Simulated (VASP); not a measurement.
# CdS (P3m1) in VASP: further runs

The runs below take CdS through single point, with PBEsol.

All numbers are computed with VASP 6.6.1; they aren't measurements. Logs are shortened: lines on timing, memory, paths and dates and some standing lists are left out, and cuts for length are marked.

### Step 1. The cell of the first run

Symmetry: P3m1, No. 156, trigonal system. The conventional cell has a = 4.261 Å, b = 4.261 Å, c = 5.804 Å, α = 90.00°, β = 90.00°, γ = 120.00°. Within 3.2 Å of Cd (site symmetry 3m) lie 3 S at 2.46 Å. S (site symmetry 3m) has 3 Cd at 2.46 Å within 3.2 Å.

### Step 2. Single point, PBEsol

Contents of INCAR:

```
SYSTEM = CdS
PREC = Accurate
ENCUT = 500
EDIFF = 1E-6
ISMEAR = 0
SIGMA = 0.01
LREAL = .False.
LASPH = .True.
NELM = 120
ALGO = Normal
ISIF = 2
LWAVE = .False.
LCHARG = .False.
GGA = PS
NBANDS = 16
GGA_COMPAT = .False.
```

Contents of KPOINTS:

```
regular mesh
0
Gamma
  6 6 4
  0 0 0
```

Contents of POSCAR:

```
CdS
1.0
    4.2611700000      0.0000000000      0.0000000000
   -2.1305850000      3.6902814698      0.0000000000
    0.0000000000      0.0000000000      5.8041730000
Cd S
1 1
Direct
    0.0000000000      0.0000000000      0.4426920000
    0.6666666667      0.3333333333      0.4343080000
```

Potentials or basis: VASP PAW PBE potentials, release 64 (Cd, S).

Started as:

```console
$ cat potpaw_PBE.64/Cd/POTCAR potpaw_PBE.64/S/POTCAR > POTCAR
$ mpirun -np 1 vasp_std > vasp.out
```

OUTCAR:

```text
SYSTEM = CdS
   PREC = Accurate
   ENCUT = 500
   EDIFF = 1E-6
   ISMEAR = 0
   LREAL = .False.
   LASPH = .True.
   NELM = 120
   ISIF = 2
   GGA = PS

 ion  position               nearest neighbor table
   1  0.000  0.000  0.443-   2 2.46   2 2.46   2 2.46
   2  0.667  0.333  0.434-   1 2.46   1 2.46   1 2.46

  LATTYP: Found a hexagonal cell.
 ALAT       =     4.2611700000
 C/A-ratio  =     1.3621078248

  Lattice vectors:

 A1 = (   4.2611700000,   0.0000000000,   0.0000000000)
 A2 = (  -2.1305850000,   3.6902814698,   0.0000000000)
 A3 = (   0.0000000000,   0.0000000000,   5.8041730000)

Analysis of symmetry for initial positions (statically):
=====================================================================
 Subroutine PRICEL returns:
 Original cell was already a primitive cell.

 Routine SETGRP: Setting up the symmetry group for a
 hexagonal supercell.

 Subroutine GETGRP returns: Found  6 space group operations
 (whereof  6 operations were pure point group operations)
 out of a pool of 24 trial point group operations.

The static configuration has the point symmetry C_3v.

Analysis of symmetry for dynamics (positions and initial velocities):
=====================================================================
 Subroutine PRICEL returns:
 Original cell was already a primitive cell.

 Routine SETGRP: Setting up the symmetry group for a
 hexagonal supercell.

 Subroutine GETGRP returns: Found  6 space group operations
 (whereof  6 operations were pure point group operations)
 out of a pool of 24 trial point group operations.

The dynamic configuration has the point symmetry C_3v.

 Subroutine INISYM returns: Found  6 space group operations
 (whereof  6 operations are pure point group operations),
 and found     1 'primitive' translations

----------------------------------------------------------------------------------------

                                     Primitive cell

  volume of cell :      91.2701

  direct lattice vectors                    reciprocal lattice vectors
     4.261170000  0.000000000  0.000000000     0.234677330  0.135491020  0.000000000
    -2.130585000  3.690281470  0.000000000     0.000000000  0.270982040  0.000000000
     0.000000000  0.000000000  5.804173000     0.000000000  0.000000000  0.172289834

  length of vectors
     4.261170000  4.261170000  5.804173000     0.270982040  0.270982040  0.172289834

  position of ions in fractional coordinates (direct lattice)
     0.000000000  0.000000000  0.442692000
     0.666666667  0.333333333  0.434308000

  ion indices of the primitive-cell ions
   primitive index   ion index
                 1           1
                 2           2

----------------------------------------------------------------------------------------

 KPOINTS: regular mesh

Automatic generation of k-mesh.
 Grid dimensions read from file:
 generate k-points for:    6    6    4

 Generating k-lattice:

  Cartesian coordinates                     Fractional coordinates (reciprocal lattice)
     0.039112888  0.022581837  0.000000000     0.166666667  0.000000000  0.000000000
     0.000000000  0.045163673  0.000000000     0.000000000  0.166666667  0.000000000
     0.000000000  0.000000000  0.043072458     0.000000000  0.000000000  0.250000000

  Length of vectors
     0.045163673  0.045163673  0.043072458

  Shift w.r.t. Gamma in fractional coordinates (k-lattice)
     0.000000000  0.000000000  0.000000000

 Subroutine IBZKPT returns following result:
 ===========================================

 Found     24 irreducible k-points:

 Following reciprocal coordinates:
            Coordinates               Weight
  0.000000  0.000000  0.000000      1.000000
  0.166667  0.000000  0.000000      6.000000
  0.333333  0.000000  0.000000      6.000000
  0.500000  0.000000  0.000000      3.000000
  0.166667  0.166667  0.000000      6.000000
  0.333333  0.166667  0.000000     12.000000
[... 16 lines left out ...]
  0.333333  0.166667  0.500000     12.000000
  0.333333  0.333333  0.500000      2.000000
   k-points           NKPTS =     24   k-points in BZ     NKDIM =     24   number of bands    NBANDS=     16
   number of dos      NEDOS =    301   number of ions     NIONS =      2
   total plane-waves  NPLWV =  43008
   dimension x,y,z NGX =    32 NGY =   32 NGZ =   42
   dimension x,y,z NGXF=    64 NGYF=   64 NGZF=   84
   ions per type =               1   1
   NGX,Y,Z   is equivalent  to a cutoff of  12.48, 12.48, 12.03 a.u.
   NGXF,Y,Z  is equivalent  to a cutoff of  24.97, 24.97, 24.06 a.u.
 SYSTEM =  CdS
   PREC   = accura    normal or accurate (medium, high low for compatibility)
   ISTART =      0    job   : 0-new  1-cont  2-samecut
   ICHARG =      2    charge: 1-file 2-atom 10-const
   ISPIN  =      1    spin polarized calculation?
   LNONCOLLINEAR =      F non collinear calculations
   LSORBIT =      F    spin-orbit coupling
   LASPH  =      T    aspherical Exc in radial PAW
   ENCUT  =  500.0 eV  36.75 Ry    6.06 a.u.   7.77  7.77 10.58*2*pi/ulx,y,z
   NELM   =    120;   NELMIN=  2; NELMDL= -5     # of ELM steps
   EDIFF  = 0.1E-05   stopping-criterion for ELM
   LREAL  =      F    real-space projection
   EDIFFG = 0.1E-04   stopping-criterion for IOM
   NSW    =      0    number of steps for IOM
   IBRION =     -1    ionic relax: 0-MD 1-quasi-New 2-CG
   NFREE  =      0    steps in history (QN), initial steepest desc. (CG)
   ISIF   =      2    stress and relaxation
   ISYM   =      2    0-nonsym 1-usesym 2-fastsym
   POTIM  = 0.5000    time-step for ionic-motion
   TEBEG  =    0.0;   TEEND  =   0.0 temperature during run
   PSTRESS=    0.0 pullay stress
   NELECT =      18.0000    total number of electrons
   NUPDOWN=      -1.0000    fix difference up-down
   EMIN   =  10.00;   EMAX   =-10.00  energy-range for DOS
   EFERMI =   0.00;   METHOD = LEGACY
   ISMEAR =     0;   SIGMA  =   0.01  broadening in eV -4-tet -1-fermi 0-gaus
   EFERMI_NEDOS =   21; number of points for ismear=-14 and -15
   IALGO  =     38    algorithm
   IMIX   =      4    mixing-type and parameters
     AMIX     =   0.40;   BMIX     =  1.00
     AMIX_MAG =   1.60;   BMIX_MAG =  1.00
  volume/ion in A,a.u.               =      45.64       307.96
  Fermi-wavevector in a.u.,A,eV,Ry     =   0.952919  1.800756 12.354840  0.908055
  Thomas-Fermi vector in A             =   2.081527
   LORBIT       =      0    0 simple, 1 ext, 2 COOP (PROOUT), +10 PAW based schemes
   GGA     = PS    functional components
   LHFCALC =     F    Hartree Fock is set to
   AEXX    =    0.0000 exact exchange contribution
   IVDW    =     0    specifies the selected vdW correction
   LEPSILON=     F    determine dielectric tensor
   LRPA    =     F    only Hartree local field effects (RPA)
 non-spin polarized calculation
 Gauss-broadening in eV      SIGMA  =   0.01
  energy-cutoff  :      500.00
  volume of cell :       91.27
 maximum number of plane-waves:      2350
 NGX is ok and might be reduce to    32
   NGX = 15   NGY = 15   NGZ = 21

 number of electron      18.0000000 magnetization

 Free energy of the ion-electron system (eV)
  ---------------------------------------------------
  ext. energy  EPLUGINS =         0.00000000
  ---------------------------------------------------
  free energy    TOTEN  =        -6.17100748 eV

  energy without entropy =       -6.17100748  energy(sigma->0) =       -6.17100748

 E-fermi :  -2.1273     XC(G=0):  -6.1868

 val. band max:       -2.1981986667   @ k =   0.0000   0.0000   0.5000
 cond. band min:      -0.7804566430   @ k =   0.0000   0.0000   0.0000
 fundamental gap:      1.4177420237
 Fermi energy:        -2.1272664206

 k-point     1 :       0.0000    0.0000    0.0000
  band No.  band energies     occupation
      1     -13.7997      2.00000
      2      -9.8403      2.00000
      3      -9.8403      2.00000
      4      -9.3178      2.00000
      5      -9.3178      2.00000
      6      -9.1054      2.00000
[... 8 lines left out ...]
     15       8.6859      0.00000
     16       9.5024      0.00000

 k-point     2 :       0.1667    0.0000    0.0000
  band No.  band energies     occupation
      1     -13.7148      2.00000
      2      -9.7995      2.00000
      3      -9.7708      2.00000
      4      -9.3462      2.00000
      5      -9.3218      2.00000
      6      -9.0775      2.00000
[... 8 lines left out ...]
     15       9.2281      0.00000
     16       9.4228      0.00000

 k-point     3 :       0.3333    0.0000    0.0000
  band No.  band energies     occupation
      1     -13.5431      2.00000
      2      -9.6561      2.00000
      3      -9.6219      2.00000
      4      -9.4005      2.00000
      5      -9.3298      2.00000
      6      -9.0031      2.00000
[... 8 lines left out ...]
     15       8.0213      0.00000
     16       8.4264      0.00000

 k-point     4 :       0.5000    0.0000    0.0000
  band No.  band energies     occupation
      1     -13.4570      2.00000
      2      -9.5452      2.00000
      3      -9.5417      2.00000
      4      -9.4262      2.00000
      5      -9.3336      2.00000
      6      -8.9357      2.00000
[... 8 lines left out ...]
     15       8.0818      0.00000
     16       8.5173      0.00000

 k-point     5 :       0.1667    0.1667    0.0000
  band No.  band energies     occupation
      1     -13.5862      2.00000
      2      -9.7348      2.00000
      3      -9.6329      2.00000
      4      -9.3836      2.00000
      5      -9.3315      2.00000
      6      -9.0191      2.00000
[... 8 lines left out ...]
     15       7.8394      0.00000
     16       8.8981      0.00000

 k-point     6 :       0.3333    0.1667    0.0000
  band No.  band energies     occupation
      1     -13.4573      2.00000
      2      -9.6201      2.00000
      3      -9.5134      2.00000
      4      -9.4170      2.00000
      5      -9.3434      2.00000
      6      -8.8861      2.00000
[... 8 lines left out ...]
     15       6.9716      0.00000
     16       8.3337      0.00000

 k-point     7 :       0.3333    0.3333    0.0000
  band No.  band energies     occupation
      1     -13.4147      2.00000
      2      -9.5801      2.00000
      3      -9.5161      2.00000
      4      -9.4177      2.00000
      5      -9.3579      2.00000
      6      -8.7583      2.00000
[... 8 lines left out ...]
     15       7.1275      0.00000
     16       7.2818      0.00000

 k-point     8 :       0.0000    0.0000    0.2500
  band No.  band energies     occupation
      1     -13.7980      2.00000
      2      -9.8402      2.00000
      3      -9.8402      2.00000
      4      -9.3181      2.00000
      5      -9.3181      2.00000
      6      -9.1007      2.00000
[... 8 lines left out ...]
     15       8.8004      0.00000
     16       9.2590      0.00000

 k-point     9 :       0.1667    0.0000    0.2500
  band No.  band energies     occupation
      1     -13.7132      2.00000
      2      -9.7994      2.00000
      3      -9.7707      2.00000
      4      -9.3467      2.00000
      5      -9.3221      2.00000
      6      -9.0733      2.00000
[... 8 lines left out ...]
     15       8.7644      0.00000
     16       8.8848      0.00000
[... 172 lines left out ...]
 k-point    19 :       0.1667    0.0000    0.5000
  band No.  band energies     occupation
      1     -13.7116      2.00000
      2      -9.7992      2.00000
      3      -9.7706      2.00000
      4      -9.3473      2.00000
      5      -9.3224      2.00000
      6      -9.0691      2.00000
[... 8 lines left out ...]
     15       7.3657      0.00000
     16       8.6335      0.00000

 k-point    20 :       0.3333    0.0000    0.5000
  band No.  band energies     occupation
      1     -13.5404      2.00000
      2      -9.6553      2.00000
      3      -9.6218      2.00000
      4      -9.4023      2.00000
      5      -9.3304      2.00000
      6      -8.9981      2.00000
[... 8 lines left out ...]
     15       7.9878      0.00000
     16       8.0857      0.00000

 k-point    21 :       0.5000    0.0000    0.5000
  band No.  band energies     occupation
      1     -13.4546      2.00000
      2      -9.5433      2.00000
      3      -9.5416      2.00000
      4      -9.4284      2.00000
      5      -9.3343      2.00000
      6      -8.9344      2.00000
[... 8 lines left out ...]
     15       8.2452      0.00000
     16       8.8432      0.00000

 k-point    22 :       0.1667    0.1667    0.5000
  band No.  band energies     occupation
      1     -13.5834      2.00000
      2      -9.7345      2.00000
      3      -9.6326      2.00000
      4      -9.3852      2.00000
      5      -9.3322      2.00000
      6      -9.0128      2.00000
[... 8 lines left out ...]
     15       7.2906      0.00000
     16       7.8749      0.00000

 k-point    23 :       0.3333    0.1667    0.5000
  band No.  band energies     occupation
      1     -13.4549      2.00000
      2      -9.6192      2.00000
      3      -9.5127      2.00000
      4      -9.4189      2.00000
      5      -9.3443      2.00000
      6      -8.8839      2.00000
[... 8 lines left out ...]
     15       8.1071      0.00000
     16       8.3314      0.00000

 k-point    24 :       0.3333    0.3333    0.5000
  band No.  band energies     occupation
      1     -13.4125      2.00000
      2      -9.5785      2.00000
      3      -9.5161      2.00000
      4      -9.4195      2.00000
      5      -9.3590      2.00000
      6      -8.7575      2.00000
[... 8 lines left out ...]
     15       7.2912      0.00000
     16       8.6542      0.00000

------------------------ aborting loop because EDIFF is reached ----------------------------------------

  FORCE on cell =-STRESS in cart. coord.  units (eV):
  Direction    XX          YY          ZZ          XY          YZ          ZX
  --------------------------------------------------------------------------------------
  -------------------------------------------------------------------------------------
  Total       -1.1052190     -1.1052190     -0.0054545     -0.0000000     -0.0000000      0.0000000
  in kB      -19.4012729    -19.4012729     -0.0957493     -0.0000000     -0.0000000      0.0000000
  external PRESSURE =     -12.9660984 kB  Pullay stress =       0.0000000 kB

 VOLUME and BASIS-vectors are now :
 -----------------------------------------------------------------------------
  energy-cutoff  :      500.00
  volume of cell :       91.27
      direct lattice vectors                 reciprocal lattice vectors
     4.261170000  0.000000000  0.000000000     0.234677330  0.135491020  0.000000000
    -2.130585000  3.690281470  0.000000000     0.000000000  0.270982040  0.000000000
     0.000000000  0.000000000  5.804173000     0.000000000  0.000000000  0.172289834

 POSITION                                       TOTAL-FORCE (eV/Angst)
 -----------------------------------------------------------------------------------
      0.00000      0.00000      2.56946        -0.000000      0.000000     -0.014233
      2.13059      1.23009      2.52080         0.000000      0.000000      0.014233
 -----------------------------------------------------------------------------------
    total drift:                                0.000000      0.000000     -0.000539

  FREE ENERGIE OF THE ION-ELECTRON SYSTEM (eV)
  ---------------------------------------------------
  free  energy   TOTEN  =        -6.1710074826 eV

  energy  without entropy=       -6.1710074826  energy(sigma->0) =       -6.17100748
```

It took 24 s on 1 thread of Intel Xeon Platinum 8488C (Sapphire Rapids), shared host; peak memory 0.2 GiB.

Results:

```
Free energy            : -6.1710 eV
Pressure               : -1.3 GPa
Largest force          : 0.014 eV/Å
Band gap on the k mesh : 1.42 eV
```

Forces on the atoms (eV/Å):
```
Cd   0.000  0.000 -0.014
S    0.000  0.000  0.014
```

Levels at points of the mesh, in eV from the valence-band top:
```
           k point  band 6  band 7  band 8  band 9  band 10  band 11  band 12  band 13
(0.00, 0.00, 0.00)   -6.91   -1.05    0.00    0.00     1.42     5.68     6.85     6.85
(0.50, 0.00, 0.00)   -6.74   -3.63   -1.32   -0.15     3.64     5.12     6.83     7.51
(0.00, 0.00, 0.50)   -6.90   -1.26    0.00    0.00     1.68     5.14     6.90     6.90
(0.50, 0.00, 0.50)   -6.74   -3.60   -1.31   -0.25     3.79     4.27     7.86     7.96
```

Caveat: the PAW data sets were made with another functional, which shifts forces and pressure a little.

### Step 3. Single point, PBEsol

Contents of INCAR:

```
  ALGO = Normal
  EDIFF = 1E-6
  ENCUT = 500
  GGA = PS
  GGA_COMPAT = F
  ISIF = 2
  ISMEAR = 0
  LASPH = T
  LCHARG = F
  LREAL = F
  LWAVE = F
  NBANDS = 16
  NELM = 120
  PREC = Accurate
  SIGMA = 0.01
```

Contents of KPOINTS:

```
k-points
0
Gamma
  6 6 4
```

POSCAR is that of step 2.

Potentials or basis: VASP PAW PBE potentials, release 64 (Cd, S).

Started as:

```console
$ cat potpaw_PBE.64/Cd/POTCAR potpaw_PBE.64/S/POTCAR > POTCAR
$ mpirun -np 1 vasp_std > vasp.out
```

It took 28 s on 1 thread of Intel Xeon Platinum 8488C (Sapphire Rapids), shared host; peak memory 0.2 GiB.

The run converged. Its results:

```yaml
Free_energy: -6.1710 eV
Pressure: -1.3 GPa
Largest_force: 0.014 eV/Å
Band_gap_on_the_k_mesh: 1.42 eV
```

Forces in eV/Å, atoms in the order of the input:
```
Cd   0.000  0.000 -0.014
S    0.000  0.000  0.014
```

Stress tensor (GPa, compression positive):
```
-1.94  0.00  0.00
 0.00 -1.94  0.00
 0.00  0.00 -0.01
```

Levels at points of the mesh, in eV from the valence-band top:
| k point | band 6 | band 7 | band 8 | band 9 | band 10 | band 11 | band 12 | band 13 |
| --- | --- | --- | --- | --- | --- | --- | --- | --- |
| (0.00, 0.00, 0.00) | -6.91 | -1.05 | 0.00 | 0.00 | 1.42 | 5.68 | 6.85 | 6.85 |
| (0.50, 0.00, 0.00) | -6.74 | -3.63 | -1.32 | -0.15 | 3.64 | 5.12 | 6.83 | 7.51 |
| (0.00, 0.00, 0.50) | -6.90 | -1.26 | 0.00 | 0.00 | 1.68 | 5.14 | 6.90 | 6.90 |
| (0.50, 0.00, 0.50) | -6.74 | -3.60 | -1.31 | -0.25 | 3.79 | 4.27 | 7.86 | 7.96 |

Caveat: the PAW data sets were made with another functional, which shifts forces and pressure a little.
